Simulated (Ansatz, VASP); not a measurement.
## Two plane-wave programs on Be3TeSe2

```
Be Te Se
1.0
    -1.89725    1.89725    7.96550
     1.89725   -1.89725    7.96550
     1.89725    1.89725   -7.96550
Be Te Se
3 1 2
Direct
  0.75000 0.25000 0.50000
  0.09307 0.59307 0.50000
  0.40693 0.90693 0.50000
  0.00000 0.00000 0.00000
  0.67154 0.67154 0.00000
  0.32846 0.32846 0.00000
```

Alike in both runs: functional PBE; k mesh 5 × 5 × 5; occupations gaussian, width 0.15 eV; no spin polarisation.

Ansatz relaxed the structure, and its values are those at the end. VASP's run is a single point on that final structure, the one shown.

|  | VASP | Ansatz |
| --- | --- | --- |
| version | VASP 6.6.1 | Ansatz 0.2.0 |
| potentials or method | VASP PAW PBE potentials, release 64 (Be, Te, Se), cutoff 520 eV | scalar-relativistic, plane waves, PAW |
| valence electrons in the cell | 24 | 54 |

|  | VASP | Ansatz | Ansatz less VASP |
| --- | --- | --- | --- |
| gap on the k mesh at the Fermi level (eV) | 2.17 | 2.18 | +0.012 |
| least direct gap on the mesh (eV) | 2.47 | 2.48 | +0.011 |
| pressure (GPa) | 0.1 | -0.1 | -0.16 |
| rms of the force components (eV/Å) | 0.017 | 0.019 | +0.0020 |

VASP's potentials hold 24 valence electrons a cell and Ansatz's 54, so a difference there can come from the potentials and not from the codes.

The k mesh is coarse, so the values compare programs but aren't converged. Spin-orbit coupling is off throughout.
